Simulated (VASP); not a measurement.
Write the native input for VASP 6.6.1 that does the following.

```
Task                   : single point
Functional             : BLYP
Dispersion             : D3(BJ)
Potentials or basis    : VASP PAW PBE potentials, release 64 (Pb_d, O)
Cutoff                 : 520 eV
k mesh                 : 9 × 9 × 9
Occupations            : fermi-dirac, width 0.05 eV
Spin                   : no spin polarisation
Dipole correction      : no
Further INCAR settings : ALGO = Normal; EDIFF = 1e-07; NBANDS = 20
```

The structure of PbO2 lies in POSCAR:

```
PbO2
1.0
    0.0000000000      2.7036381872      2.7036381872
    2.7036381872      0.0000000000      2.7036381872
    2.7036381872      2.7036381872      0.0000000000
Pb O
1 2
Direct
    0.0000000000      0.0000000000      0.0000000000
    0.7500000000      0.7500000000      0.7500000000
    0.2500000000      0.2500000000      0.2500000000
```

The input as run:

INCAR

```
SYSTEM = PbO2
PREC = Accurate
ENCUT = 520
EDIFF = 1E-7
ISMEAR = -1
SIGMA = 0.05
LREAL = .FALSE.
LASPH = .TRUE.
NELM = 60
ALGO = Normal
ISIF = 2
LWAVE = .FALSE.
LCHARG = .FALSE.
GGA = B5
ALDAX = 1.0
AGGAX = 1.0
AGGAC = 1.0
ALDAC = 0.0
IVDW = 12
VDW_S6 = 1.0
VDW_S8 = 2.6996
VDW_A1 = 0.4298
VDW_A2 = 4.2359
NBANDS = 20
```

KPOINTS

```
Automatic mesh
0
G
  9 9 9
  0 0 0
```

Potentials or basis: VASP PAW PBE potentials, release 64 (Pb_d, O).

The run is started by

```console
$ cat potpaw_PBE.64/Pb_d/POTCAR potpaw_PBE.64/O/POTCAR > POTCAR
$ mpirun -np 1 vasp_std > vasp.out
```

Results of the run:

- Pressure: 0.3 GPa
- Band gap on the k mesh: zero (bands 13 and 14 overlap by 1.13 eV)
- Dispersion energy per atom: -0.510 eV

Caveat: the PAW data sets were made with another functional, which shifts forces and pressure a little; spin-orbit coupling is left out, which moves the levels of the heavy elements.

Wall time 37 s on 1 thread of Intel(R) Xeon(R) Platinum 8488C (Sapphire Rapids), on a shared host, peak memory 0.18 GiB.
